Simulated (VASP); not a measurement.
# LaP (lda) (Pm-3m) in VASP: further runs

Runs on LaP (lda). Level: LDA. Tasks: single point, relaxation of cell and atoms.

All numbers are computed with VASP 6.6.1; they aren't measurements. Logs are shortened: lines on timing, memory, paths and dates and some standing lists are left out, and cuts for length are marked.

## (1) The cell of the first run

The structure is cubic, space group Pm-3m (No. 221). Conventional cell: a = 3.502 Å, b = 3.502 Å, c = 3.502 Å, α = 90.00°, β = 90.00°, γ = 90.00°. Within 4.0 Å of La (site symmetry m-3m) lie 8 P at 3.03 Å and 6 La at 3.50 Å. P (site symmetry m-3m) has 8 La at 3.03 Å and 6 P at 3.50 Å within 4.0 Å.

## (2) Single point, LDA

INCAR reads:

```
PREC = Accurate
ENCUT = 500
EDIFF = 1E-6
ISMEAR = 0
SIGMA = 0.1
LREAL = F
LASPH = T
NELM = 200
ALGO = Normal
ISIF = 2
LWAVE = F
LCHARG = T
GGA = CA
LELF = T
LVHAR = T
NBANDS = 15
GGA_COMPAT = F
LMAXMIX = 6
```

KPOINTS reads:

```
Automatic mesh
0
Gamma
  12 12 12
```

POSCAR reads:

```
LaP
1.0
    3.5023020492      0.0000000000      0.0000000000
    0.0000000000      3.5023020492      0.0000000000
    0.0000000000      0.0000000000      3.5023020492
La P
1 1
Direct
    0.0000000000      0.0000000000      0.0000000000
    0.5000000000      0.5000000000      0.5000000000
```

Potentials or basis: VASP PAW LDA potentials, release 64 (La, P).

Run with:

```
$ cat potpaw_LDA.64/La/POTCAR potpaw_LDA.64/P/POTCAR > POTCAR
$ mpirun -np 1 vasp_std > vasp.out
```

OUTCAR:

```text
PREC = Accurate
   ENCUT = 500
   EDIFF = 1E-6
   ISMEAR = 0
   LREAL = F
   LASPH = T
   NELM = 200
   ISIF = 2
   GGA = CA

 ion  position               nearest neighbor table
   1  0.000  0.000  0.000-   2 3.03   2 3.03   2 3.03   2 3.03   2 3.03   2 3.03   2 3.03   2 3.03

   2  0.500  0.500  0.500-   1 3.03   1 3.03   1 3.03   1 3.03   1 3.03   1 3.03   1 3.03   1 3.03

  LATTYP: Found a simple cubic cell.
 ALAT       =     3.5023020492

  Lattice vectors:

 A1 = (   3.5023020492,   0.0000000000,   0.0000000000)
 A2 = (   0.0000000000,   3.5023020492,   0.0000000000)
 A3 = (   0.0000000000,   0.0000000000,   3.5023020492)

Analysis of symmetry for initial positions (statically):
=====================================================================
 Subroutine PRICEL returns:
 Original cell was already a primitive cell.

 Routine SETGRP: Setting up the symmetry group for a
 simple cubic supercell.

 Subroutine GETGRP returns: Found 48 space group operations
 (whereof 48 operations were pure point group operations)
 out of a pool of 48 trial point group operations.

The static configuration has the point symmetry O_h .

Analysis of symmetry for dynamics (positions and initial velocities):
=====================================================================
 Subroutine PRICEL returns:
 Original cell was already a primitive cell.

 Routine SETGRP: Setting up the symmetry group for a
 simple cubic supercell.

 Subroutine GETGRP returns: Found 48 space group operations
 (whereof 48 operations were pure point group operations)
 out of a pool of 48 trial point group operations.

The dynamic configuration has the point symmetry O_h .

 Subroutine INISYM returns: Found 48 space group operations
 (whereof 48 operations are pure point group operations),
 and found     1 'primitive' translations

----------------------------------------------------------------------------------------

                                     Primitive cell

  volume of cell :      42.9597

  direct lattice vectors                    reciprocal lattice vectors
     3.502302049  0.000000000  0.000000000     0.285526487  0.000000000  0.000000000
     0.000000000  3.502302049  0.000000000     0.000000000  0.285526487  0.000000000
     0.000000000  0.000000000  3.502302049     0.000000000  0.000000000  0.285526487

  length of vectors
     3.502302049  3.502302049  3.502302049     0.285526487  0.285526487  0.285526487

  position of ions in fractional coordinates (direct lattice)
     0.000000000  0.000000000  0.000000000
     0.500000000  0.500000000  0.500000000

  ion indices of the primitive-cell ions
   primitive index   ion index
                 1           1
                 2           2

----------------------------------------------------------------------------------------

 KPOINTS: Automatic mesh

Automatic generation of k-mesh.
 Grid dimensions read from file:
 generate k-points for:   12   12   12

 Generating k-lattice:

  Cartesian coordinates                     Fractional coordinates (reciprocal lattice)
     0.023793874  0.000000000  0.000000000     0.083333333  0.000000000  0.000000000
     0.000000000  0.023793874  0.000000000     0.000000000  0.083333333  0.000000000
     0.000000000  0.000000000  0.023793874     0.000000000  0.000000000  0.083333333

  Length of vectors
     0.023793874  0.023793874  0.023793874

  Shift w.r.t. Gamma in fractional coordinates (k-lattice)
     0.000000000  0.000000000  0.000000000

 Subroutine IBZKPT returns following result:
 ===========================================

 Found     84 irreducible k-points:

 Following reciprocal coordinates:
            Coordinates               Weight
  0.000000  0.000000  0.000000      1.000000
  0.083333  0.000000  0.000000      6.000000
  0.166667  0.000000  0.000000      6.000000
  0.250000  0.000000  0.000000      6.000000
  0.333333  0.000000  0.000000      6.000000
  0.416667  0.000000  0.000000      6.000000
[... 16 lines left out ...]
  0.333333  0.333333  0.000000     12.000000
  0.416667  0.333333  0.000000     24.000000
 [... further k-points ...]
   k-points           NKPTS =     84   k-points in BZ     NKDIM =     84   number of bands    NBANDS=     15
   number of dos      NEDOS =    301   number of ions     NIONS =      2
   total plane-waves  NPLWV =  21952
   dimension x,y,z NGX =    28 NGY =   28 NGZ =   28
   dimension x,y,z NGXF=    56 NGYF=   56 NGZF=   56
   ions per type =               1   1
   NGX,Y,Z   is equivalent  to a cutoff of  13.29, 13.29, 13.29 a.u.
   NGXF,Y,Z  is equivalent  to a cutoff of  26.58, 26.58, 26.58 a.u.
 SYSTEM =  unknown system
   PREC   = accura    normal or accurate (medium, high low for compatibility)
   ISTART =      0    job   : 0-new  1-cont  2-samecut
   ICHARG =      2    charge: 1-file 2-atom 10-const
   ISPIN  =      1    spin polarized calculation?
   LNONCOLLINEAR =      F non collinear calculations
   LSORBIT =      F    spin-orbit coupling
   LASPH  =      T    aspherical Exc in radial PAW
   ENCUT  =  500.0 eV  36.75 Ry    6.06 a.u.   6.39  6.39  6.39*2*pi/ulx,y,z
   NELM   =    200;   NELMIN=  2; NELMDL= -5     # of ELM steps
   EDIFF  = 0.1E-05   stopping-criterion for ELM
   LREAL  =      F    real-space projection
   EDIFFG = 0.1E-04   stopping-criterion for IOM
   NSW    =      0    number of steps for IOM
   IBRION =     -1    ionic relax: 0-MD 1-quasi-New 2-CG
   NFREE  =      0    steps in history (QN), initial steepest desc. (CG)
   ISIF   =      2    stress and relaxation
   ISYM   =      2    0-nonsym 1-usesym 2-fastsym
   POTIM  = 0.5000    time-step for ionic-motion
   TEBEG  =    0.0;   TEEND  =   0.0 temperature during run
   PSTRESS=    0.0 pullay stress
   NELECT =      16.0000    total number of electrons
   NUPDOWN=      -1.0000    fix difference up-down
   EMIN   =  10.00;   EMAX   =-10.00  energy-range for DOS
   EFERMI =   0.00;   METHOD = LEGACY
   ISMEAR =     0;   SIGMA  =   0.10  broadening in eV -4-tet -1-fermi 0-gaus
   EFERMI_NEDOS =   21; number of points for ismear=-14 and -15
   IALGO  =     38    algorithm
   IMIX   =      4    mixing-type and parameters
     AMIX     =   0.40;   BMIX     =  1.00
     AMIX_MAG =   1.60;   BMIX_MAG =  1.00
  volume/ion in A,a.u.               =      21.48       144.95
  Fermi-wavevector in a.u.,A,eV,Ry     =   1.177862  2.225837 18.876177  1.387360
  Thomas-Fermi vector in A             =   2.314202
   LORBIT       =      0    0 simple, 1 ext, 2 COOP (PROOUT), +10 PAW based schemes
   GGA     = CA    functional components
   LHFCALC =     F    Hartree Fock is set to
   AEXX    =    0.0000 exact exchange contribution
   IVDW    =     0    specifies the selected vdW correction
   LEPSILON=     F    determine dielectric tensor
   LRPA    =     F    only Hartree local field effects (RPA)
 non-spin polarized calculation
 Gauss-broadening in eV      SIGMA  =   0.10
  energy-cutoff  :      500.00
  volume of cell :       42.96
 maximum number of plane-waves:      1108
 NGX is ok and might be reduce to    28
   NGX = 13   NGY = 13   NGZ = 13

 number of electron      15.9999998 magnetization

 Free energy of the ion-electron system (eV)
  ---------------------------------------------------
  ext. energy  EPLUGINS =         0.00000000
  ---------------------------------------------------
  free energy    TOTEN  =       -14.06396856 eV

  energy without entropy =      -14.05909866  energy(sigma->0) =      -14.06153361

 E-fermi :   9.5759     XC(G=0): -11.0836

 val. band max:        9.5363255733   @ k =   0.0833   0.0833   0.0000
 cond. band min:       9.5886986392   @ k =   0.1667   0.0833   0.0000
 fundamental gap:      0.0523730659
 Fermi energy:         9.5759217417

 k-point     1 :       0.0000    0.0000    0.0000
  band No.  band energies     occupation
      1     -22.5158      2.00000
      2      -5.7329      2.00000
      3      -5.7329      2.00000
      4      -5.7329      2.00000
      5      -0.7429      2.00000
      6       8.4921      2.00000
      7       8.4921      2.00000
      8       9.9627      0.00000
      9       9.9627      0.00000
     10       9.9627      0.00000
     11      12.1752      0.00000
     12      12.1752      0.00000
     13      12.1752      0.00000
     14      12.5706      0.00000
     15      13.2855      0.00000

 k-point     2 :       0.0833    0.0000    0.0000
  band No.  band energies     occupation
      1     -22.5052      2.00000
      2      -5.8814      2.00000
      3      -5.7208      2.00000
      4      -5.7208      2.00000
      5      -0.5993      2.00000
      6       8.4306      2.00000
      7       8.5487      2.00000
      8       9.8730      0.00003
      9       9.8730      0.00003
     10       9.9257      0.00000
     11      12.1446      0.00000
     12      12.1710      0.00000
     13      12.1710      0.00000
     14      12.5522      0.00000
     15      13.1509      0.00000

 k-point     3 :       0.1667    0.0000    0.0000
  band No.  band energies     occupation
      1     -22.4762      2.00000
      2      -6.2525      2.00000
      3      -5.6874      2.00000
      4      -5.6874      2.00000
      5      -0.2263      2.00000
      6       7.9472      2.00000
      7       8.7142      2.00000
      8       9.6237      0.49919
      9       9.6237      0.49919
     10      10.2455      0.00000
     11      12.0495      0.00000
     12      12.1622      0.00000
     13      12.1622      0.00000
     14      12.5052      0.00000
     15      12.9349      0.00000
[... 343 lines left out ...]
 k-point    23 :       0.3333    0.3333    0.0000
  band No.  band energies     occupation
      1     -22.2810      2.00000
      2      -6.8526      2.00000
      3      -6.7018      2.00000
      4      -5.4724      2.00000
      5       0.6619      2.00000
      6       6.7343      2.00000
      7       8.1204      2.00000
      8       9.3618      1.99754
      9      10.6085      0.00000
     10      11.7953      0.00000
     11      11.8905      0.00000
     12      12.0772      0.00000
     13      12.2987      0.00000
     14      12.4493      0.00000
     15      12.5201      0.00000

 k-point    24 :       0.4167    0.3333    0.0000
  band No.  band energies     occupation
      1     -22.2524      2.00000
      2      -7.0302      2.00000
      3      -6.6865      2.00000
      4      -5.4419      2.00000
      5       0.5621      2.00000
      6       6.9420      2.00000
      7       8.0038      2.00000
      8       9.4463      1.93327
      9      10.4649      0.00000
     10      11.8971      0.00000
     11      12.0514      0.00000
     12      12.0889      0.00000
     13      12.2536      0.00000
     14      12.4433      0.00000
     15      12.5757      0.00000

 [... further k-points ...]
[... 5 lines left out ...]
  --------------------------------------------------------------------------------------
  -------------------------------------------------------------------------------------
  Total        1.2700606      1.2700606      1.2700606     -0.0000000     -0.0000000      0.0000000
  in kB       47.3668190     47.3668190     47.3668190     -0.0000000     -0.0000000      0.0000000
  external PRESSURE =      47.3668190 kB  Pullay stress =       0.0000000 kB

 VOLUME and BASIS-vectors are now :
 -----------------------------------------------------------------------------
  energy-cutoff  :      500.00
  volume of cell :       42.96
      direct lattice vectors                 reciprocal lattice vectors
     3.502302049  0.000000000  0.000000000     0.285526487  0.000000000  0.000000000
     0.000000000  3.502302049  0.000000000     0.000000000  0.285526487  0.000000000
     0.000000000  0.000000000  3.502302049     0.000000000  0.000000000  0.285526487

 POSITION                                       TOTAL-FORCE (eV/Angst)
 -----------------------------------------------------------------------------------
      0.00000      0.00000      0.00000         0.000000      0.000000      0.000000
      1.75115      1.75115      1.75115         0.000000      0.000000      0.000000
 -----------------------------------------------------------------------------------
    total drift:                               -0.000000      0.000000      0.000000

  FREE ENERGIE OF THE ION-ELECTRON SYSTEM (eV)
  ---------------------------------------------------
  free  energy   TOTEN  =       -14.0639685609 eV

  energy  without entropy=      -14.0590986619  energy(sigma->0) =      -14.06153361
```

Wall time 74 s (1 thread of Intel Xeon 8259CL, shared host); peak memory 0.2 GiB.

Results:

| Property | Result |
| --- | --- |
| Free energy | -14.0640 eV |
| Pressure | 4.7 GPa |
| Band gap on the k mesh | zero (band 8 reaches 9.96 eV, above the bottom of band 9 at 9.28 eV) |

Caveat: spin-orbit coupling is left out, which moves the levels of the heavy elements.

(Continued in part 2 of 2.)
